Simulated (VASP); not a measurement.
Input of a VASP 6.6.1 run:

Contents of POSCAR:

```
CdS
1.0
    0.0000000000      2.7267765870      2.7267765870
    2.7267765870      0.0000000000      2.7267765870
    2.7267765870      2.7267765870      0.0000000000
Cd S
1 1
Direct
    0.0000000000      0.0000000000      0.0000000000
    0.5000000000      0.5000000000      0.5000000000
```

Contents of INCAR.step1:

```
SYSTEM = CdS
PREC = Accurate
ENCUT = 520
ISMEAR = -1
SIGMA = 0.02
LREAL = .False.
LASPH = .True.
NELM = 60
NBANDS = 16
GGA = PE
ALGO = Normal
EDIFF = 1E-4
LWAVE = .True.
LCHARG = .False.
```

Contents of INCAR.step2:

```
SYSTEM = CdS
PREC = Accurate
ENCUT = 520
EDIFF = 1E-6
ISMEAR = -1
SIGMA = 0.02
LREAL = .False.
LASPH = .True.
NELM = 60
ALGO = Normal
ISIF = 2
LWAVE = .False.
LCHARG = .True.
METAGGA = R2SCAN
LMIXTAU = .True.
LELF = .True.
LVHAR = .True.
NBANDS = 16
ISTART = 1
```

Contents of KPOINTS:

```
regular mesh
0
Gamma
  8 8 8
  0 0 0
```

Potentials or basis: VASP PAW PBE potentials, release 64 (Cd, S).

Command:

```console
$ cat potpaw_PBE.64/Cd/POTCAR potpaw_PBE.64/S/POTCAR > POTCAR
$ cp INCAR.step1 INCAR
$ mpirun -np 1 vasp_std > vasp.out
$ cp INCAR.step2 INCAR
$ mpirun -np 1 vasp_std > vasp.out
```

Task: Estimate the pressure.

Result: 0.5 GPa.

Task: What does it give for the band gap on the k mesh?

Result: 0.73 eV, indirect (least direct gap 2.35 eV).

Caveat: the PAW data sets were made with another functional, which shifts forces and pressure a little. r2SCAN opens gaps a little over a GGA but as a rule still falls short of measured ones.
